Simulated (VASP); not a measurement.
Input of a VASP 6.6.1 run:

The input INCAR:

```
SYSTEM = C
PREC = Accurate
ENCUT = 520
EDIFF = 1E-7
ISMEAR = -1
SIGMA = 0.05
LREAL = .FALSE.
LASPH = .TRUE.
NELM = 60
ALGO = Normal
ISIF = 2
LWAVE = .FALSE.
LCHARG = .FALSE.
GGA = B5
ALDAX = 1.0
AGGAX = 1.0
AGGAC = 1.0
ALDAC = 0.0
IVDW = 13
VDW_S6 = 1.0
VDW_S8 = 2.34076671
VDW_A1 = 0.44488865
VDW_A2 = 4.0933009
NBANDS = 26
```

File KPOINTS:

```
regular mesh
0
G
  12 12 4
  0 0 0
```

Contents of POSCAR:

```
C
1.0
    2.5051726443      0.0000000000      0.0000000000
   -1.2525863222      2.1695431509      0.0000000000
    0.0000000000      0.0000000000      8.1818157839
C
8
Direct
    0.6666666667      0.3333333333      0.8437500000
    0.3333333333      0.6666666667      0.3437500000
    0.6666666667      0.3333333333      0.6562500000
    0.3333333333      0.6666666667      0.1562500000
    0.0000000000      0.0000000000      0.9062500000
    0.0000000000      0.0000000000      0.4062500000
    0.0000000000      0.0000000000      0.5937500000
    0.0000000000      0.0000000000      0.0937500000
```

Potentials or basis: VASP PAW PBE potentials, release 64 (C).

Launch:

```bash
$ cat potpaw_PBE.64/C/POTCAR > POTCAR
$ mpirun -np 1 vasp_std > vasp.out
```

Problem. What does it give for the dispersion energy per atom?

Solution. -0.423 eV.

Problem. Predict the pressure.

Solution. 10.7 GPa.

Problem. Predict the largest force.

Solution. 0.349 eV/Å.

Stress tensor (GPa, compression positive):
```
 6.37  0.00  0.00
 0.00  6.37  0.00
 0.00  0.00 19.39
```

Caveat: the PAW data sets were made with another functional, which shifts forces and pressure a little.
